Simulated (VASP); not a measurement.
Write the native input for VASP 6.6.1 that does the following.

| Quantity | Value |
| --- | --- |
| Task | single point |
| Functional | PBEsol |
| Potentials or basis | VASP PAW PBE potentials, release 64 (Sn_d, O) |
| Cutoff | 520 eV |
| k mesh | 7 × 7 × 6 |
| Occupations | fermi-dirac, width 0.05 eV |
| Spin | no spin polarisation |
| Dipole correction | no |
| Further INCAR settings | ALGO = Normal; EDIFF = 1e-07; NBANDS = 28 |

The structure of SnO lies in POSCAR:

```
SnO
1.0
    3.8057824509      0.0000000000      0.0000000000
    0.0000000000      3.8057824509      0.0000000000
    0.0000000000      0.0000000000      4.7517118638
Sn O
2 2
Direct
    0.5000000000      0.0000000000      0.7575602647
    0.0000000000      0.5000000000      0.2424397353
    0.0000000000      0.0000000000      0.0000000000
    0.5000000000      0.5000000000      0.0000000000
```

These files were run (other wordings do the same):

INCAR

```
SYSTEM = SnO
  ALGO = Normal
  EDIFF = 1E-7
  ENCUT = 520
  GGA = PS
  ISIF = 2
  ISMEAR = -1
  LASPH = .True.
  LCHARG = .False.
  LREAL = .False.
  LWAVE = .False.
  NBANDS = 28
  NELM = 80
  PREC = Accurate
  SIGMA = 0.05
```

KPOINTS

```
k-points
0
Gamma
  7 7 6
  0 0 0
```

Potentials or basis: VASP PAW PBE potentials, release 64 (Sn_d, O).

Run with:

```sh
$ cat potpaw_PBE.64/Sn_d/POTCAR potpaw_PBE.64/O/POTCAR > POTCAR
$ mpirun -np 1 vasp_std > vasp.out
```

It gave:

* Pressure: 0.2 GPa
* Largest force: 0.085 eV/Å
* Band gap on the k mesh: 0.16 eV (least direct gap 1.91 eV)

Caveat: the PAW data sets were made with another functional, which shifts forces and pressure a little; spin-orbit coupling is left out, which moves the levels of the heavy elements; an odd mesh through Γ misses points on the zone boundary, where band edges can lie.

Run time: 97 s on 1 thread of Intel Xeon 8259CL, on a shared host, peak memory 0.21 GiB.
